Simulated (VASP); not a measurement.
# LiNbO3 (R3c) in VASP: single point with PBE

Aim: the single point of LiNbO3 with PBE.

Program: VASP 6.6.1. These are calculated values, not measurements. Logs are shortened: lines on timing, memory, paths and dates and some standing lists are left out, and cuts for length are marked.

## Step 1: The cell of the first run

Symmetry: R3c, No. 161, trigonal system. Conventional cell: a = 5.190 Å, b = 5.190 Å, c = 14.017 Å, α = 90.00°, β = 90.00°, γ = 120.00°. Within 2.8 Å of Li (site symmetry 3) lie 6 O at 2.08 to 2.26 Å. Nb (site symmetry 3) has 6 O at 1.88 to 2.17 Å within 2.5 Å. Within 2.5 Å of O (site symmetry 1) lie 2 Nb at 1.88 to 2.17 Å and 2 Li at 2.08 to 2.26 Å.

## Step 2: Single point, PBE

INCAR

```
  PREC = Accurate
  ENCUT = 520
  EDIFF = 1E-7
  ISMEAR = -1
  SIGMA = 0.01
  LREAL = Auto
  LASPH = T
  NELM = 100
  ALGO = Normal
  ISIF = 2
  LWAVE = F
  LCHARG = T
  GGA = PE
  LELF = T
  LVHAR = T
  NBANDS = 318
```

KPOINTS

```
regular mesh
0
Gamma
  1 1 1
```

POSCAR

```
LiNbO3
1.0
    5.1899002718      2.9963903190      9.3444465000
   -5.1899002718      2.9963903190      9.3444465000
    0.0000000000     -5.9927806380      9.3444465000
Li Nb O
16 16 48
Direct
    0.3592318844      0.3592318844      0.3592318844
    0.1092318844      0.1092318844      0.1092318844
    0.3592318844      0.3592318844      0.8592318844
    0.1092318844      0.1092318844      0.6092318844
    0.3592318844      0.8592318844      0.3592318844
    0.1092318844      0.6092318844      0.1092318844
    0.3592318844      0.8592318844      0.8592318844
    0.1092318844      0.6092318844      0.6092318844
    0.8592318844      0.3592318844      0.3592318844
    0.6092318844      0.1092318844      0.1092318844
    0.8592318844      0.3592318844      0.8592318844
    0.6092318844      0.1092318844      0.6092318844
    0.8592318844      0.8592318844      0.3592318844
    0.6092318844      0.6092318844      0.1092318844
    0.8592318844      0.8592318844      0.8592318844
    0.6092318844      0.6092318844      0.6092318844
    0.4992600660      0.4992600660      0.4992600660
    0.2492600660      0.2492600660      0.2492600660
    0.4992600660      0.4992600660      0.9992600660
    0.2492600660      0.2492600660      0.7492600660
    0.4992600660      0.9992600660      0.4992600660
    0.2492600660      0.7492600660      0.2492600660
    0.4992600660      0.9992600660      0.9992600660
    0.2492600660      0.7492600660      0.7492600660
    0.9992600660      0.4992600660      0.4992600660
    0.7492600660      0.2492600660      0.2492600660
    0.9992600660      0.4992600660      0.9992600660
    0.7492600660      0.2492600660      0.7492600660
    0.9992600660      0.9992600660      0.4992600660
    0.7492600660      0.7492600660      0.2492600660
    0.9992600660      0.9992600660      0.9992600660
    0.7492600660      0.7492600660      0.7492600660
    0.1399510203      0.3207584688      0.4448910655
    0.3207584688      0.4448910655      0.1399510203
    0.4448910655      0.1399510203      0.3207584688
    0.1948910655      0.0707584688      0.3899510203
    0.3899510203      0.1948910655      0.0707584688
    0.0707584688      0.3899510203      0.1948910655
    0.1399510203      0.3207584688      0.9448910655
    0.3207584688      0.4448910655      0.6399510203
    0.4448910655      0.1399510203      0.8207584688
    0.1948910655      0.0707584688      0.8899510203
    0.3899510203      0.1948910655      0.5707584688
    0.0707584688      0.3899510203      0.6948910655
    0.1399510203      0.8207584688      0.4448910655
    0.3207584688      0.9448910655      0.1399510203
    0.4448910655      0.6399510203      0.3207584688
    0.1948910655      0.5707584688      0.3899510203
    0.3899510203      0.6948910655      0.0707584688
    0.0707584688      0.8899510203      0.1948910655
    0.1399510203      0.8207584688      0.9448910655
    0.3207584688      0.9448910655      0.6399510203
    0.4448910655      0.6399510203      0.8207584688
    0.1948910655      0.5707584688      0.8899510203
    0.3899510203      0.6948910655      0.5707584688
    0.0707584688      0.8899510203      0.6948910655
    0.6399510203      0.3207584688      0.4448910655
    0.8207584688      0.4448910655      0.1399510203
    0.9448910655      0.1399510203      0.3207584688
    0.6948910655      0.0707584688      0.3899510203
    0.8899510203      0.1948910655      0.0707584688
    0.5707584688      0.3899510203      0.1948910655
    0.6399510203      0.3207584688      0.9448910655
    0.8207584688      0.4448910655      0.6399510203
    0.9448910655      0.1399510203      0.8207584688
    0.6948910655      0.0707584688      0.8899510203
    0.8899510203      0.1948910655      0.5707584688
    0.5707584688      0.3899510203      0.6948910655
    0.6399510203      0.8207584688      0.4448910655
    0.8207584688      0.9448910655      0.1399510203
    0.9448910655      0.6399510203      0.3207584688
    0.6948910655      0.5707584688      0.3899510203
    0.8899510203      0.6948910655      0.0707584688
    0.5707584688      0.8899510203      0.1948910655
    0.6399510203      0.8207584688      0.9448910655
    0.8207584688      0.9448910655      0.6399510203
    0.9448910655      0.6399510203      0.8207584688
    0.6948910655      0.5707584688      0.8899510203
    0.8899510203      0.6948910655      0.5707584688
    0.5707584688      0.8899510203      0.6948910655
```

Potentials or basis: VASP PAW PBE potentials, release 64 (Li_sv, Nb_sv, O).

Run with:

```
$ cat potpaw_PBE.64/Li_sv/POTCAR potpaw_PBE.64/Nb_sv/POTCAR potpaw_PBE.64/O/POTCAR > POTCAR
$ mpirun -np 1 vasp_gam > vasp.out
```

OUTCAR:

```text
PREC = Accurate
   ENCUT = 520
   EDIFF = 1E-7
   ISMEAR = -1
   LREAL = Auto
   LASPH = T
   NELM = 100
   ISIF = 2
   GGA = PE

 ion  position               nearest neighbor table
   1  0.359  0.359  0.359-  48 2.08  43 2.08  62 2.08  35 2.26  33 2.26  34 2.26
   2  0.109  0.109  0.109-  46 2.08  59 2.08  39 2.08  61 2.26  50 2.26  42 2.26
   3  0.359  0.359  0.859-  54 2.08  37 2.08  68 2.08  41 2.26  39 2.26  40 2.26
   4  0.109  0.109  0.609-  52 2.08  65 2.08  33 2.08  67 2.26  56 2.26  36 2.26
   5  0.359  0.859  0.359-  36 2.08  55 2.08  74 2.08  47 2.26  45 2.26  46 2.26
   6  0.109  0.609  0.109-  34 2.08  71 2.08  51 2.08  73 2.26  38 2.26  54 2.26
[... 81 lines left out ...]
 A1 = (   5.1899002718,   2.9963903190,   9.3444465000)
 A2 = (  -5.1899002718,   2.9963903190,   9.3444465000)
 A3 = (   0.0000000000,  -5.9927806380,   9.3444465000)

Analysis of symmetry for initial positions (statically):
=====================================================================
 Subroutine PRICEL returns following result:

  LATTYP: Found a trigonal (rhomboedric) cell.
 ALAT       =     5.5504977292
 COS(alpha) =     0.5628563533

  Lattice vectors:

 A1 = (   2.5949501359,   1.4981951595,   4.6722232500)
 A2 = (  -2.5949501359,   1.4981951595,   4.6722232500)
 A3 = (   0.0000000000,  -2.9963903190,   4.6722232500)

   8 primitive cells build up your supercell.

 Routine SETGRP: Setting up the symmetry group for a
 trigonal (rhombohedral) supercell.

 Subroutine GETGRP returns: Found  6 space group operations
 (whereof  3 operations were pure point group operations)
 out of a pool of 12 trial point group operations.

The static configuration has the point symmetry C_3 .
 The point group associated with its full space group is C_3v.

Analysis of symmetry for dynamics (positions and initial velocities):
=====================================================================
 Subroutine PRICEL returns following result:

  LATTYP: Found a trigonal (rhomboedric) cell.
 ALAT       =     5.5504977292
 COS(alpha) =     0.5628563533

  Lattice vectors:

 A1 = (   2.5949501359,   1.4981951595,   4.6722232500)
 A2 = (  -2.5949501359,   1.4981951595,   4.6722232500)
 A3 = (   0.0000000000,  -2.9963903190,   4.6722232500)

   8 primitive cells build up your supercell.

 Routine SETGRP: Setting up the symmetry group for a
 trigonal (rhombohedral) supercell.

 Subroutine GETGRP returns: Found  6 space group operations
 (whereof  3 operations were pure point group operations)
 out of a pool of 12 trial point group operations.

The dynamic configuration has the point symmetry C_3 .
 The point group associated with its full space group is C_3v.

 Subroutine INISYM returns: Found  6 space group operations
 (whereof  3 operations are pure point group operations),
 and found     8 'primitive' translations

----------------------------------------------------------------------------------------

                                     Primitive cell

  volume of cell :     108.9864

  direct lattice vectors                    reciprocal lattice vectors
     2.594950136  1.498195160  4.672223250     0.192681930  0.111244964  0.071343623
    -2.594950136  1.498195160  4.672223250    -0.192681930  0.111244964  0.071343623
[... 37 lines left out ...]

 Generating k-lattice:

  Cartesian coordinates                     Fractional coordinates (reciprocal lattice)
     0.096340965  0.055622482  0.035671811     1.000000000  0.000000000  0.000000000
    -0.096340965  0.055622482  0.035671811     0.000000000  1.000000000  0.000000000
     0.000000000 -0.111244964  0.035671811     0.000000000  0.000000000  1.000000000

  Length of vectors
     0.116824313  0.116824313  0.116824313

  Shift w.r.t. Gamma in fractional coordinates (k-lattice)
     0.000000000  0.000000000  0.000000000

 Subroutine IBZKPT returns following result:
 ===========================================

 Found      1 irreducible k-points:

 Following reciprocal coordinates:
            Coordinates               Weight
  0.000000  0.000000  0.000000      1.000000
   k-points           NKPTS =      1   k-points in BZ     NKDIM =      1   number of bands    NBANDS=    318
   number of dos      NEDOS =    301   number of ions     NIONS =     80
   total plane-waves  NPLWV = 592704
   dimension x,y,z NGX =    84 NGY =   84 NGZ =   84
   dimension x,y,z NGXF=   168 NGYF=  168 NGZF=  168
   ions per type =              16  16  48
   NGX,Y,Z   is equivalent  to a cutoff of  12.58, 12.58, 12.58 a.u.
   NGXF,Y,Z  is equivalent  to a cutoff of  25.16, 25.16, 25.16 a.u.
 SYSTEM =  unknown system
   PREC   = accura    normal or accurate (medium, high low for compatibility)
   ISTART =      0    job   : 0-new  1-cont  2-samecut
   ICHARG =      2    charge: 1-file 2-atom 10-const
   ISPIN  =      1    spin polarized calculation?
   LNONCOLLINEAR =      F non collinear calculations
   LSORBIT =      F    spin-orbit coupling
   LASPH  =      T    aspherical Exc in radial PAW
   ENCUT  =  520.0 eV  38.22 Ry    6.18 a.u.  20.64 20.64 20.64*2*pi/ulx,y,z
   NELM   =    100;   NELMIN=  2; NELMDL= -5     # of ELM steps
   EDIFF  = 0.1E-06   stopping-criterion for ELM
   LREAL  =      T    real-space projection
   EDIFFG = 0.1E-05   stopping-criterion for IOM
   NSW    =      0    number of steps for IOM
   IBRION =     -1    ionic relax: 0-MD 1-quasi-New 2-CG
   NFREE  =      0    steps in history (QN), initial steepest desc. (CG)
   ISIF   =      2    stress and relaxation
   ISYM   =      2    0-nonsym 1-usesym 2-fastsym
   POTIM  = 0.5000    time-step for ionic-motion
   TEBEG  =    0.0;   TEEND  =   0.0 temperature during run
   PSTRESS=    0.0 pullay stress
   NELECT =     544.0000    total number of electrons
   NUPDOWN=      -1.0000    fix difference up-down
   EMIN   =  10.00;   EMAX   =-10.00  energy-range for DOS
   EFERMI =   0.00;   METHOD = LEGACY
   ISMEAR =    -1;   SIGMA  =   0.01  broadening in eV -4-tet -1-fermi 0-gaus
   EFERMI_NEDOS =   21; number of points for ismear=-14 and -15
   IALGO  =     38    algorithm
   IMIX   =      4    mixing-type and parameters
     AMIX     =   0.40;   BMIX     =  1.00
     AMIX_MAG =   1.60;   BMIX_MAG =  1.00
  volume/ion in A,a.u.               =      10.90        73.55
  Fermi-wavevector in a.u.,A,eV,Ry     =   1.398901  2.643540 26.625577  1.956925
  Thomas-Fermi vector in A             =   2.522014
   LORBIT       =      0    0 simple, 1 ext, 2 COOP (PROOUT), +10 PAW based schemes
   GGA     = PE    functional components
   LHFCALC =     F    Hartree Fock is set to
   AEXX    =    0.0000 exact exchange contribution
   IVDW    =     0    specifies the selected vdW correction
   LEPSILON=     F    determine dielectric tensor
   LRPA    =     F    only Hartree local field effects (RPA)
 non-spin polarized calculation
  energy-cutoff  :      520.00
  volume of cell :      871.89
 maximum number of plane-waves:     11751
 NGX is ok and might be reduce to    84
   NGX = 41   NGY = 41   NGZ = 41

 number of electron     543.9999984 magnetization

 Free energy of the ion-electron system (eV)
  ---------------------------------------------------
  ext. energy  EPLUGINS =         0.00000000
  ---------------------------------------------------
  free energy    TOTEN  =      -640.04846766 eV

  energy without entropy =     -640.04846766  energy(sigma->0) =     -640.04846766

 E-fermi :   3.5889     XC(G=0): -10.6653

 val. band max:        3.3175805136   @ k =   0.0000   0.0000   0.0000
 cond. band min:       6.9882596898   @ k =   0.0000   0.0000   0.0000
 fundamental gap:      3.6706791763
 Fermi energy:         3.5888969640

 k-point     1 :       0.0000    0.0000    0.0000
  band No.  band energies     occupation
      1     -50.8978      2.00000
      2     -50.8933      2.00000
      3     -50.8933      2.00000
      4     -50.8933      2.00000
      5     -50.8912      2.00000
      6     -50.8912      2.00000
[... 276 lines left out ...]
    283       7.1387      0.00000
    284       7.4483      0.00000
 [bands above 284 left out]

------------------------ aborting loop because EDIFF is reached ----------------------------------------

  FORCE on cell =-STRESS in cart. coord.  units (eV):
  Direction    XX          YY          ZZ          XY          YZ          ZX
  --------------------------------------------------------------------------------------
  -------------------------------------------------------------------------------------
  Total       -0.9693485     -0.9693485      0.0782510     -0.0000000      0.0000000      0.0000000
  in kB       -1.7812640     -1.7812640      0.1437931     -0.0000000      0.0000000      0.0000000
  external PRESSURE =      -1.1395783 kB  Pullay stress =       0.0000000 kB

 VOLUME and BASIS-vectors are now :
 -----------------------------------------------------------------------------
  energy-cutoff  :      520.00
  volume of cell :      871.89
      direct lattice vectors                 reciprocal lattice vectors
     5.189900272  2.996390319  9.344446500     0.096340965  0.055622482  0.035671811
    -5.189900272  2.996390319  9.344446500    -0.096340965  0.055622482  0.035671811
     0.000000000 -5.992780638  9.344446500     0.000000000 -0.111244964  0.035671811

 POSITION                                       TOTAL-FORCE (eV/Angst)
 -----------------------------------------------------------------------------------
      0.00000      0.00000     10.07047        -0.000000     -0.000000     -0.019745
      0.00000      0.00000      3.06213        -0.000000     -0.000000     -0.019745
      0.00000     -2.99639     14.74269        -0.000000     -0.000000     -0.019745
      0.00000     -2.99639      7.73436        -0.000000     -0.000000     -0.019745
     -2.59495      1.49820     14.74269        -0.000000     -0.000000     -0.019745
     -2.59495      1.49820      7.73436        -0.000000     -0.000000     -0.019745
[... 72 lines left out ...]
      1.01234      1.32838     20.14289         0.002856     -0.000294     -0.002629
     -1.65658      0.21253     20.14289        -0.001173      0.002621     -0.002629
 -----------------------------------------------------------------------------------
    total drift:                               -0.000000      0.000006     -0.043266

  FREE ENERGIE OF THE ION-ELECTRON SYSTEM (eV)
  ---------------------------------------------------
  free  energy   TOTEN  =      -640.0484676556 eV

  energy  without entropy=     -640.0484676556  energy(sigma->0) =     -640.04846766
```

Wall time 13 min (1 thread of Intel Xeon Platinum 8375C at 2.90GHz (Ice Lake), shared host); peak memory 1.1 GiB.

What came out:

```
Free energy            : -640.0485 eV
Largest force          : 0.028 eV/Å
Band gap on the k mesh : 3.67 eV
```

Forces in eV/Å, atoms in the order of the input:
```
Li   0.000  0.000 -0.020
Li   0.000  0.000 -0.020
Li   0.000  0.000 -0.020
Li   0.000  0.000 -0.020
Li   0.000  0.000 -0.020
Li   0.000  0.000 -0.020
Li   0.000  0.000 -0.020
Li   0.000  0.000 -0.020
Li   0.000  0.000 -0.020
Li   0.000  0.000 -0.020
Li   0.000  0.000 -0.020
Li   0.000  0.000 -0.020
Li   0.000  0.000 -0.020
Li   0.000  0.000 -0.020
Li   0.000  0.000 -0.020
Li   0.000  0.000 -0.020
Nb   0.000  0.000  0.028
Nb   0.000  0.000  0.028
Nb   0.000  0.000  0.028
Nb   0.000  0.000  0.028
Nb   0.000  0.000  0.028
Nb   0.000  0.000  0.028
Nb   0.000  0.000  0.028
Nb   0.000  0.000  0.028
Nb   0.000  0.000  0.028
Nb   0.000  0.000  0.028
Nb   0.000  0.000  0.028
Nb   0.000  0.000  0.028
Nb   0.000  0.000  0.028
Nb   0.000  0.000  0.028
Nb   0.000  0.000  0.028
Nb   0.000  0.000  0.028
O    0.001  0.003 -0.003
O    0.002 -0.002 -0.003
O   -0.003  0.000 -0.003
O   -0.002 -0.002 -0.003
O    0.003  0.000 -0.003
O   -0.001  0.003 -0.003
O    0.001  0.003 -0.003
O    0.002 -0.002 -0.003
O   -0.003  0.000 -0.003
O   -0.002 -0.002 -0.003
O    0.003  0.000 -0.003
O   -0.001  0.003 -0.003
O    0.001  0.003 -0.003
O    0.002 -0.002 -0.003
O   -0.003  0.000 -0.003
O   -0.002 -0.002 -0.003
O    0.003  0.000 -0.003
O   -0.001  0.003 -0.003
O    0.001  0.003 -0.003
O    0.002 -0.002 -0.003
O   -0.003  0.000 -0.003
O   -0.002 -0.002 -0.003
O    0.003  0.000 -0.003
O   -0.001  0.003 -0.003
O    0.001  0.003 -0.003
O    0.002 -0.002 -0.003
O   -0.003  0.000 -0.003
O   -0.002 -0.002 -0.003
O    0.003  0.000 -0.003
O   -0.001  0.003 -0.003
O    0.001  0.003 -0.003
O    0.002 -0.002 -0.003
O   -0.003  0.000 -0.003
O   -0.002 -0.002 -0.003
O    0.003  0.000 -0.003
O   -0.001  0.003 -0.003
O    0.001  0.003 -0.003
O    0.002 -0.002 -0.003
O   -0.003  0.000 -0.003
O   -0.002 -0.002 -0.003
O    0.003  0.000 -0.003
O   -0.001  0.003 -0.003
O    0.001  0.003 -0.003
O    0.002 -0.002 -0.003
O   -0.003  0.000 -0.003
O   -0.002 -0.002 -0.003
O    0.003  0.000 -0.003
O   -0.001  0.003 -0.003
```

Caveat: the k points lie up to 0.73 Å⁻¹ apart; the cutoff is under 1.25 times the usual one of these potentials, so pressure, stress and relaxed cells hold a basis-set (Pulay) error; an odd mesh through Γ misses points on the zone boundary, where band edges can lie.
